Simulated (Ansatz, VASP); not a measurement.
## W in VASP and in Ansatz

File POSCAR:

```
W
1.0
    0.0000000000      2.0163754284      2.0163754284
    2.0163754284      0.0000000000      2.0163754284
    2.0163754284      2.0163754284      0.0000000000
W
1
Direct
    0.0000000000      0.0000000000      0.0000000000
```

File INCAR.step1:

```
ALGO = Normal
EDIFF = 1E-5
ENCUT = 520
GGA = PE
ISIF = 2
ISMEAR = -1
LASPH = T
LCHARG = F
LREAL = F
LWAVE = T
NBANDS = 13
NELM = 100
PREC = Accurate
SIGMA = 0.05
```

Contents of INCAR.step2:

```
ALGO = Normal
EDIFF = 1E-6
ENCUT = 520
GGA = PE
HFSCREEN = 0.2079
ISIF = 2
ISMEAR = -1
ISTART = 1
LASPH = T
LCHARG = F
LHFCALC = T
LREAL = F
LWAVE = F
NBANDS = 13
NELM = 100
PREC = Accurate
PRECFOCK = Normal
SIGMA = 0.05
```

Contents of KPOINTS:

```
k-points
0
Gamma
  6 6 6
```

The input input:

```
crystal:
  lattice:
    - [0.0, 2.0163754284, 2.0163754284]
    - [2.0163754284, 0.0, 2.0163754284]
    - [2.0163754284, 2.0163754284, 0.0]
  atoms:
    - { symbol: W, position: [0.0, 0.0, 0.0] }
hamiltonian:
  xc: hse06
  pseudopotentials: { kind: paw }
kpoints:
  mp_grid: { grid: [6, 6, 6] }
scf:
  occupations: { method: fermi_dirac, width: 0.05 }
output:
  forces: true
  stress: true
  eigenvalues: true
```

Alike in both runs: task single point; functional HSE06; k mesh 6 × 6 × 6; occupations fermi-dirac, width 0.05 eV; no spin polarisation.

```csv
,VASP,Ansatz
version,VASP 6.6.1,Ansatz 0.2.0
potentials or method,"VASP PAW PBE potentials, release 64 (W_sv)",Ansatz PAW
plane-wave cutoff (eV),520,420
valence electrons in the cell,14,14
```

|  | VASP | Ansatz | Ansatz less VASP |
| --- | --- | --- | --- |
| gap on the k mesh at the Fermi level (eV) | none | none | - |
| pressure (GPa) | -3.5 | -3.1 | +0.44 |

A gap of «none» marks a metal or a gap that the smearing closes.

The k mesh is coarse, so the values compare programs but aren't converged. Spin-orbit coupling is off throughout.
